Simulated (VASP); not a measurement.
A run of VASP 6.6.1 is set up as follows.

Contents of INCAR:

```
PREC = Accurate
ENCUT = 520
EDIFF = 1E-6
ISMEAR = 0
SIGMA = 0.15
LREAL = False
LASPH = True
NELM = 100
ALGO = Normal
ISIF = 2
LWAVE = False
LCHARG = False
GGA = PE
NBANDS = 12
```

File KPOINTS:

```
Automatic mesh
0
Gamma
  24 24 24
```

File POSCAR:

```
Cu
1.0
   -1.3895612425      1.3895612425      1.4705726629
    1.3895612425     -1.3895612425      1.4705726629
    1.3895612425      1.3895612425     -1.4705726629
Cu
1
Direct
    0.0000000000      0.0000000000      0.0000000000
```

Potentials or basis: VASP PAW PBE potentials, release 64 (Cu).

Launch:

```bash
$ cat potpaw_PBE.64/Cu/POTCAR > POTCAR
$ mpirun -np 1 vasp_std > vasp.out
```

Task: What does it give for the pressure?

Result: 9.4 GPa.

Stress tensor (GPa, compression positive):
```
 9.07  0.00  0.00
 0.00  9.07  0.00
 0.00  0.00 10.06
```
